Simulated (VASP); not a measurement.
# SnPtF6: single point with PBE

System: SnPtF6.

```
CELL_PARAMETERS angstrom
4.26596 0.44972 -0.26017
0.93257 5.25182 -0.13429
0.35603 0.13910 5.33906
ATOMIC_POSITIONS crystal
F 0.66076 0.70307 0.42142
F 0.33504 0.18108 0.07288
F 0.54127 0.70293 0.87794
F 0.88160 0.15998 0.21518
F 0.67496 0.07864 0.64174
F 0.13591 0.25148 0.52525
Pt 0.01309 0.38041 0.93480
Sn 0.10449 0.75030 0.40999
```

- Program: VASP 6.6.1
- Task: single point
- Functional: PBE
- Potentials or basis: VASP PAW PBE potentials, release 64 (F, Pt, Sn_d)
- Cutoff: 520 eV
- k mesh: 4 × 3 × 3
- Occupations: fermi-dirac, width 0.05 eV
- Spin: no spin polarisation
- Dipole correction: no
- Further INCAR settings: ALGO = Normal; EDIFF = 1e-06; NBANDS = 43

The pressure is 5.5 GPa. The largest force is 11.025 eV/Å and the band gap on the k mesh is zero (bands 33 and 34 overlap by 0.08 eV).

Forces on the atoms (eV/Å):
```
F   -1.648 -0.928 -0.912
F    8.794 -4.718  2.279
F    1.052 -2.036  0.375
F   -1.938 -0.250 -0.615
F    1.642 -0.191  0.143
F    0.808  1.760  2.135
Pt  -9.081  4.810 -3.995
Sn   0.371  1.552  0.590
```

Stress tensor (GPa, compression positive):
```
15.15 -1.82  5.93
-1.82 -2.71 -5.16
 5.93 -5.16  3.99
```

Levels at points of the mesh, in eV from the Fermi level:
```
           k point  band 29  band 30  band 31  band 32  band 33  band 34  band 35  band 36  band 37  band 38
(0.00, 0.00, 0.00)    -0.67    -0.52    -0.29    -0.20    -0.14    -0.04     1.52     4.23     4.78     6.24
(0.50, 0.00, 0.00)    -0.65    -0.58    -0.40    -0.08     0.01     0.19     1.62     3.91     5.02     5.51
```

Wall time 120 s on 1 thread of Intel(R) Xeon(R) Platinum 8259CL CPU @ 2.50GHz (Skylake/Cascade Lake), with other jobs on the host, peak memory 0.26 GiB.

Caveat: the k points lie up to 0.41 Å⁻¹ apart; spin-orbit coupling is left out, which moves the levels of the heavy elements.
